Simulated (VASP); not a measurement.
# Be2Si in VASP: notebook, part 2 of 2

VASP 6.6.1. The steps go on from the part before.

## Step 4: Single point, PBE

This run uses another cell than the first one, of 13.00 Å³/atom.

File INCAR:

```
PREC = Accurate ; ENCUT = 520
EDIFF = 1E-7 ; ISMEAR = -1
SIGMA = 0.05 ; LREAL = F
LASPH = T ; NELM = 100
ALGO = Fast ; ISIF = 2
LWAVE = F ; LCHARG = T
GGA = PE ; LELF = T
LVHAR = T ; NBANDS = 11
```

File KPOINTS:

```
regular mesh
0
Gamma
  9 9 9
```

File POSCAR:

```
Be2Si
1.0
    0.0000000000      2.6917778512      2.6917778512
    2.6917778512      0.0000000000      2.6917778512
    2.6917778512      2.6917778512      0.0000000000
Si Be
1 2
Direct
    0.0000000000      0.0000000000      0.0000000000
    0.2500000000      0.2500000000      0.2500000000
    0.7500000000      0.7500000000      0.7500000000
```

Potentials or basis: VASP PAW PBE potentials, release 64 (Si, Be).

Command:

```console
$ cat potpaw_PBE.64/Si/POTCAR potpaw_PBE.64/Be/POTCAR > POTCAR
$ mpirun -np 1 vasp_std > vasp.out
```

OUTCAR:

```text
PREC = Accurate
   ENCUT = 520
   EDIFF = 1E-7
   ISMEAR = -1
   LREAL = F
   LASPH = T
   NELM = 100
   ISIF = 2
   GGA = PE

 ion  position               nearest neighbor table
   1  0.000  0.000  0.000-   3 2.33   3 2.33   3 2.33   2 2.33   3 2.33   2 2.33   2 2.33   2 2.33

   2  0.250  0.250  0.250-   1 2.33   1 2.33   1 2.33   1 2.33
   3  0.750  0.750  0.750-   1 2.33   1 2.33   1 2.33   1 2.33

  LATTYP: Found a face centered cubic cell.
 ALAT       =     5.3835557024

  Lattice vectors:

 A1 = (   0.0000000000,   2.6917778512,   2.6917778512)
 A2 = (   2.6917778512,   0.0000000000,   2.6917778512)
 A3 = (   2.6917778512,   2.6917778512,   0.0000000000)

Analysis of symmetry for initial positions (statically):
=====================================================================
 Subroutine PRICEL returns:
 Original cell was already a primitive cell.

 Routine SETGRP: Setting up the symmetry group for a
 face centered cubic supercell.

 Subroutine GETGRP returns: Found 48 space group operations
 (whereof 48 operations were pure point group operations)
 out of a pool of 48 trial point group operations.

The static configuration has the point symmetry O_h .

Analysis of symmetry for dynamics (positions and initial velocities):
=====================================================================
 Subroutine PRICEL returns:
 Original cell was already a primitive cell.

 Routine SETGRP: Setting up the symmetry group for a
 face centered cubic supercell.

 Subroutine GETGRP returns: Found 48 space group operations
 (whereof 48 operations were pure point group operations)
 out of a pool of 48 trial point group operations.

The dynamic configuration has the point symmetry O_h .

 Subroutine INISYM returns: Found 48 space group operations
 (whereof 48 operations are pure point group operations),
 and found     1 'primitive' translations

[... 117 lines left out ...]
  volume/ion in A,a.u.               =      13.00        87.75
  Fermi-wavevector in a.u.,A,eV,Ry     =   0.965433  1.824404 12.681466  0.932061
  Thomas-Fermi vector in A             =   2.095150
   LORBIT       =      0    0 simple, 1 ext, 2 COOP (PROOUT), +10 PAW based schemes
   GGA     = PE    functional components
   LHFCALC =     F    Hartree Fock is set to
   AEXX    =    0.0000 exact exchange contribution
   IVDW    =     0    specifies the selected vdW correction
   LEPSILON=     F    determine dielectric tensor
   LRPA    =     F    only Hartree local field effects (RPA)
 non-spin polarized calculation
 RMM-DIIS sequential band-by-band and
  energy-cutoff  :      520.00
  volume of cell :       39.01
 maximum number of plane-waves:      1067
   NGX = 15   NGY = 15   NGZ = 15

 number of electron       8.0000000 magnetization

 Free energy of the ion-electron system (eV)
  ---------------------------------------------------
  ext. energy  EPLUGINS =         0.00000000
  ---------------------------------------------------
  free energy    TOTEN  =       -12.21125977 eV

  energy without entropy =      -12.20842119  energy(sigma->0) =      -12.20984048

 E-fermi :   6.1132     XC(G=0):  -9.7603

 val. band max:        6.0389435890   @ k =   0.3333   0.3333   0.0000
 cond. band min:       6.1514722783   @ k =  -0.4444   0.4444   0.0000
 fundamental gap:      0.1125286893
 Fermi energy:         6.1132163051

 k-point     1 :       0.0000    0.0000    0.0000
  band No.  band energies     occupation
      1      -5.5141      2.00000
      2       6.6375      0.00006
      3       6.6375      0.00006
      4       6.6375      0.00006
      5       6.8943      0.00000
      6       6.8943      0.00000
      7       6.8943      0.00000
      8      11.6629      0.00000
      9      12.9485      0.00000
     10      13.4033      0.00000
     11      13.4033      0.00000
[... 309 lines left out ...]
 k-point    24 :       0.4444    0.4444    0.0000
  band No.  band energies     occupation
      1      -2.5993      2.00000
      2       0.2843      2.00000
      3       2.5137      2.00000
      4       2.5137      2.00000
      5       5.8988      1.97291
      6       6.6357      0.00006
      7      13.3839      0.00000
      8      13.3839      0.00000
      9      16.4624      0.00000
     10      17.5367      0.00000
     11      17.5372      0.00000

 [... further k-points ...]
[... 5 lines left out ...]
  --------------------------------------------------------------------------------------
  -------------------------------------------------------------------------------------
  Total       -1.2248157     -1.2248157     -1.2248157      0.0000000     -0.0000000      0.0000000
  in kB      -50.3076083    -50.3076083    -50.3076083      0.0000000     -0.0000000      0.0000000
  external PRESSURE =     -50.3076083 kB  Pullay stress =       0.0000000 kB

 VOLUME and BASIS-vectors are now :
 -----------------------------------------------------------------------------
  energy-cutoff  :      520.00
  volume of cell :       39.01
      direct lattice vectors                 reciprocal lattice vectors
     0.000000000  2.691777851  2.691777851    -0.185750841  0.185750841  0.185750841
     2.691777851  0.000000000  2.691777851     0.185750841 -0.185750841  0.185750841
     2.691777851  2.691777851  0.000000000     0.185750841  0.185750841 -0.185750841

 POSITION                                       TOTAL-FORCE (eV/Angst)
 -----------------------------------------------------------------------------------
      0.00000      0.00000      0.00000         0.000000      0.000000      0.000000
      1.34589      1.34589      1.34589        -0.000000     -0.000000     -0.000000
      4.03767      4.03767      4.03767        -0.000000      0.000000     -0.000000
 -----------------------------------------------------------------------------------
    total drift:                               -0.000000      0.000000     -0.000000

  FREE ENERGIE OF THE ION-ELECTRON SYSTEM (eV)
  ---------------------------------------------------
  free  energy   TOTEN  =       -12.2112597662 eV

  energy  without entropy=      -12.2084211933  energy(sigma->0) =      -12.20984048
```

Wall time 28 s (1 thread of Intel Xeon 8259CL, shared host); peak memory 0.15 GiB.

What came out:

```yaml
Free_energy: -12.2113 eV
Pressure: -5.0 GPa
Band_gap_on_the_k_mesh: zero (bands 4 and 5 overlap by 0.74 eV)
```

Levels at points of the mesh, in eV from the Fermi level:
```tsv
k point	band 1	band 2	band 3	band 4	band 5	band 6	band 7	band 8
(0.00, 0.00, 0.00)	-11.63	0.52	0.52	0.52	0.78	0.78	0.78	5.55
```

Caveat: the cell stands under tension.

## Step 5: Single point, PBE (atoms moved at random)

File INCAR:

```
SYSTEM = Be2Si
PREC = Accurate
ENCUT = 520
EDIFF = 1E-6
ISMEAR = -1
SIGMA = 0.05
LREAL = .False.
LASPH = .True.
NELM = 80
ALGO = Fast
ISIF = 2
LWAVE = .False.
LCHARG = .True.
GGA = PE
LELF = .True.
LVHAR = .True.
NBANDS = 11
```

File KPOINTS:

```
Automatic mesh
0
Gamma
  9 9 9
  0 0 0
```

File POSCAR:

```
Be2Si
1.0
    0.0000000000      2.6400000000      2.6400000000
    2.6400000000      0.0000000000      2.6400000000
    2.6400000000      2.6400000000      0.0000000000
Si Be
1 2
Direct
    0.0034090000      0.0156600000     -0.0047050000
    0.2467480000      0.2399750000      0.2580380000
    0.7466280000      0.7583860000      0.7498540000
```

Command:

```console
$ cat potpaw_PBE.64/Si/POTCAR potpaw_PBE.64/Be/POTCAR > POTCAR
$ mpirun -np 1 vasp_std > vasp.out
```

It took 2.8 min on 1 thread of Intel Xeon 8259CL, shared host; peak memory 0.26 GiB.

It converged, with:

```yaml
Free_energy: -12.2250 eV
Pressure: 0.5 GPa
Largest_force: 0.522 eV/Å
Band_gap_on_the_k_mesh: zero (bands 4 and 5 overlap by 0.61 eV)
```

Forces on the atoms (eV/Å):
```
Si  -0.145 -0.007 -0.501
Be   0.129 -0.022  0.360
Be   0.016  0.029  0.141
```

Stress tensor (GPa, compression positive):
```
 0.49  0.75 -0.11
 0.75  0.50  0.36
-0.11  0.36  0.45
```

Levels at points of the mesh, in eV from the Fermi level:
```tsv
k point	band 2	band 3	band 4	band 5	band 6	band 7
(0.00, 0.00, 0.00)	0.25	0.33	0.42	0.80	0.87	1.12
```

Caveat: the cell differs from its parent crystal (atoms moved at random).

## Step 6: Single point, PBE

This run uses another cell than the first one, of 12.27 Å³/atom.

File INCAR:

```
SYSTEM = Be2Si
ALGO = Fast ; EDIFF = 1E-6
ENCUT = 520 ; GGA = PE
ISIF = 2 ; ISMEAR = -1
LASPH = .TRUE. ; LCHARG = .FALSE.
LREAL = .FALSE. ; LWAVE = .FALSE.
NBANDS = 11 ; NELM = 80
PREC = Accurate ; SIGMA = 0.1
```

File KPOINTS:

```
k-points
0
G
  8 8 8
  0 0 0
```

File POSCAR:

```
Be2Si
1.0
    0.0000000000      2.6400000000      2.6400000000
    2.6400000000      0.0000000000      2.6400000000
    2.6400000000      2.6400000000      0.0000000000
Si Be
1 2
Direct
    0.0000000000      0.0000000000      0.0000000000
    0.2500000000      0.2500000000      0.2500000000
    0.7500000000      0.7500000000      0.7500000000
```

Potentials or basis: VASP PAW PBE potentials, release 64 (Si, Be).

Command:

```console
$ cat potpaw_PBE.64/Si/POTCAR potpaw_PBE.64/Be/POTCAR > POTCAR
$ mpirun -np 1 vasp_std > vasp.out
```

OUTCAR:

```text
SYSTEM = Be2Si
   EDIFF = 1E-6
   ENCUT = 520
   GGA = PE
   ISIF = 2
   ISMEAR = -1
   LASPH = .TRUE.
   LREAL = .FALSE.
   NELM = 80
   PREC = Accurate

 ion  position               nearest neighbor table
   1  0.000  0.000  0.000-   3 2.29   3 2.29   3 2.29   2 2.29   2 2.29   2 2.29   3 2.29   2 2.29

   2  0.250  0.250  0.250-   1 2.29   1 2.29   1 2.29   1 2.29
   3  0.750  0.750  0.750-   1 2.29   1 2.29   1 2.29   1 2.29

  LATTYP: Found a face centered cubic cell.
 ALAT       =     5.2800000000
[... 520 lines left out ...]
      7      12.0021      0.00000
      8      13.4492      0.00000
      9      13.7699      0.00000
     10      15.1847      0.00000
     11      17.7901      0.00000

 [... further k-points ...]
[... 5 lines left out ...]
  --------------------------------------------------------------------------------------
  -------------------------------------------------------------------------------------
  Total        0.0528947      0.0528947      0.0528947      0.0000000      0.0000000     -0.0000000
  in kB        2.3029291      2.3029291      2.3029291      0.0000000      0.0000000     -0.0000000
  external PRESSURE =       2.3029291 kB  Pullay stress =       0.0000000 kB

 VOLUME and BASIS-vectors are now :
 -----------------------------------------------------------------------------
  energy-cutoff  :      520.00
  volume of cell :       36.80
      direct lattice vectors                 reciprocal lattice vectors
     0.000000000  2.640000000  2.640000000    -0.189393939  0.189393939  0.189393939
     2.640000000  0.000000000  2.640000000     0.189393939 -0.189393939  0.189393939
     2.640000000  2.640000000  0.000000000     0.189393939  0.189393939 -0.189393939

 POSITION                                       TOTAL-FORCE (eV/Angst)
 -----------------------------------------------------------------------------------
      0.00000      0.00000      0.00000        -0.000000      0.000000     -0.000000
      1.32000      1.32000      1.32000        -0.000000     -0.000000     -0.000000
      3.96000      3.96000      3.96000         0.000000      0.000000      0.000000
 -----------------------------------------------------------------------------------
    total drift:                                0.000000     -0.000000     -0.000000

  FREE ENERGIE OF THE ION-ELECTRON SYSTEM (eV)
  ---------------------------------------------------
  free  energy   TOTEN  =       -12.2493467258 eV

  energy  without entropy=      -12.2360341938  energy(sigma->0) =      -12.24269046
```

OSZICAR:

```text
N       E                     dE             d eps       ncg     rms          rms(c)
DAV:   1     0.325379358460E+01    0.32538E+01   -0.32163E+03   638   0.567E+02
DAV:   2    -0.118696510928E+02   -0.15123E+02   -0.14045E+02   840   0.893E+01
DAV:   3    -0.123495845736E+02   -0.47993E+00   -0.47568E+00   824   0.126E+01
DAV:   4    -0.123524280972E+02   -0.28435E-02   -0.28413E-02   810   0.108E+00
DAV:   5    -0.123524558387E+02   -0.27741E-04   -0.27739E-04   807   0.103E-01    0.390E+00
RMM:   6    -0.122768722464E+02    0.75584E-01   -0.20222E-02   653   0.808E-01    0.239E+00
RMM:   7    -0.122489986084E+02    0.27874E-01   -0.33386E-02   708   0.102E+00    0.152E-01
RMM:   8    -0.122492215841E+02   -0.22298E-03   -0.17299E-03   735   0.299E-01    0.116E-01
RMM:   9    -0.122493278851E+02   -0.10630E-03   -0.19959E-04   770   0.972E-02    0.600E-02
RMM:  10    -0.122493473734E+02   -0.19488E-04   -0.42293E-05   767   0.541E-02    0.227E-02
RMM:  11    -0.122493467258E+02    0.64759E-06   -0.72973E-06   788   0.245E-02
   1 F= -.12249347E+02 E0= -.12242690E+02  d E =-.133125E-01
```

Run time: 16 s. Hardware: 1 thread of Intel Xeon 8259CL, shared host; peak memory 0.15 GiB.

Results:

| Quantity | Value |
| --- | --- |
| Free energy | -12.2493 eV |
| Pressure | 0.2 GPa |
| Band gap on the k mesh | zero (bands 4 and 5 overlap by 0.63 eV) |

## Step 7: Overview

```tsv
cell	k mesh	smearing	gap on the mesh (eV)	pressure (GPa)
a = 3.758 Å, angles 60.0°, 3 atoms, atomic positions A	9 × 9 × 9	fermi-dirac 0.05 eV	none	-1.7
a = 3.783 Å, angles 60.0°, 3 atoms, atomic positions A	9 × 9 × 9	fermi-dirac 0.05 eV	none	-3.4
a = 3.807 Å, angles 60.0°, 3 atoms, atomic positions A	9 × 9 × 9	fermi-dirac 0.05 eV	none	-5.0
a = 3.734 Å, angles 60.0°, 3 atoms, atomic positions B	9 × 9 × 9	fermi-dirac 0.05 eV	none	0.5
a = 3.734 Å, angles 60.0°, 3 atoms, atomic positions A	8 × 8 × 8	fermi-dirac 0.1 eV	none	0.2
```

Alike in all rows: task single point; level PBE; potentials or basis VASP PAW PBE potentials, release 64 (Si, Be); no spin polarisation; cutoff (eV) 520.

Caveats: the cell stands under tension (at least some runs).

Total energies depend on the potentials used, so only differences within one code and one set of settings carry meaning.
